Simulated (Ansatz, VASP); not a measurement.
Ni: VASP beside Ansatz

INCAR

```
SYSTEM = Ni
ALGO = Normal
EDIFF = 1E-7
EDIFFG = -0.005
ENCUT = 600
GGA = CA
IBRION = 2
ISIF = 3
ISMEAR = -1
ISPIN = 2
LASPH = .True.
LCHARG = .False.
LMAXMIX = 4
LORBIT = 11
LREAL = .False.
LWAVE = .False.
MAGMOM = 1
NELM = 150
NSW = 80
PREC = Accurate
SIGMA = 0.05
```

The input KPOINTS:

```
k-points
0
Gamma
  13 13 13
  0 0 0
```

Contents of POSCAR:

```
Ni
1.0
    0.0000000000      1.7375729330      1.7375729330
    1.7375729330      0.0000000000      1.7375729330
    1.7375729330      1.7375729330      0.0000000000
Ni
1
Direct
    0.0000000000      0.0000000000      0.0000000000
```

Contents of input.yaml:

```yaml
crystal:
  lattice:
    - [0.0, 1.737572933, 1.737572933]
    - [1.737572933, 0.0, 1.737572933]
    - [1.737572933, 1.737572933, 0.0]
  atoms:
    - { symbol: Ni, position: [0.0, 0.0, 0.0], spin: 1.0 }
kpoints:
  mp_grid: { grid: [13, 13, 13] }
scf:
  occupations: { method: fermi_dirac, width: 0.05 }
hamiltonian:
  xc: lda
  pseudopotentials: { kind: all_electron, lapw: { basis_error: 0.001 } }
magnetization:
  spin_polarized: true
output:
  forces: true
  stress: true
relax:
  f_tol: 0.005
  max_steps: 60
  cell: {}
```

Alike in both runs: task relaxation of cell and atoms; functional LDA; k mesh 13 × 13 × 13; occupations fermi-dirac, width 0.05 eV; collinear spin.

|  | VASP | Ansatz |
| --- | --- | --- |
| version | VASP 6.6.1 | Ansatz 0.2.0 |
| potentials or method | VASP PAW LDA potentials, release 64 (Ni), cutoff 600 eV | all-electron LAPW, scalar-relativistic |

VASP gave:

| Quantity | Value |
| --- | --- |
| net moment per atom (μB) | 0.61 |
| size of the moment on the site where the two differ most (μB) | 0.61 |
| relaxed volume (Å³/atom) | 10.03 |
| relaxed cell length with the largest relative difference (Å) | 2.421 |

What did Ansatz give for the same quantities?

net moment per atom (μB): 0.62; size of the moment on the site where the two differ most (μB): 0.64; relaxed volume (Å³/atom): 10.03; relaxed cell length with the largest relative difference (Å): 2.421.

LDA's correlation is that of Perdew and Zunger in VASP and of Perdew and Wang (1992) in Ansatz. Site moments also hang on the region over which each program counts them. Ansatz ran all-electron here, and VASP with PAW potentials.
